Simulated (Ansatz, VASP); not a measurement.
# One calculation of Si2Mo, two programs

```xyz
24
Lattice="-6.4909 -0.1623 -0.1421 -0.1647 -6.5936 -0.1085 0.1762 0.1315 8.1205" Properties=species:S:1:pos:R:3 pbc="T T T"
Mo   -5.2544   -5.2618    6.8022
Mo   -6.2901   -2.7729    2.6773
Mo   -4.6943   -1.4655    6.3770
Mo   -3.2432   -3.4959   -0.0856
Mo    0.0271   -3.0078    7.9594
Mo   -2.8951   -0.1531    0.0689
Mo   -1.7856   -5.0852    3.9221
Mo   -4.9878   -5.2346    3.7112
Si   -3.4953   -3.5202    2.5825
Si   -1.4340   -4.7991    6.6589
Si   -3.2396   -6.5505    2.4672
Si   -1.7866   -1.7677    6.5053
Si   -6.3601   -0.1598    2.5048
Si   -4.9775   -5.0004    1.1373
Si   -3.5027   -3.6683    5.4796
Si   -1.5509   -4.8073    1.3487
Si   -6.0639   -3.3342    5.1664
Si   -4.8325   -1.7552    0.8515
Si   -3.2998   -6.2283    5.5370
Si   -1.8177   -2.0211    1.4463
Si   -0.0671   -6.4211    5.2697
Si   -1.5451   -1.3157    4.1151
Si   -4.5196   -1.4119    3.8834
Si   -0.3339   -0.3383   -0.0015
```

Alike in both runs: functional PBE; k mesh 3 × 3 × 3; occupations gaussian, width 0.1 eV; no spin polarisation.

Ansatz relaxed the structure, and its values are those at the end. VASP's run is a single point on that final structure, the one shown.

|  | VASP | Ansatz |
| --- | --- | --- |
| version | VASP 6.6.1 | Ansatz 0.2.0 |
| potentials or method | VASP PAW PBE potentials, release 64 (Mo_sv, Si), cutoff 520 eV | scalar-relativistic, plane waves, PAW |
| valence electrons in the cell | 176 | 176 |

```csv
,VASP,Ansatz,Ansatz less VASP
gap on the k mesh at the Fermi level (eV),none,none,-
pressure (GPa),0.0,-0.1,-0.11
rms of the force components (eV/Å),0.014,0.013,-0.0018
```

A gap of «none» marks a metal or a gap that the smearing closes.
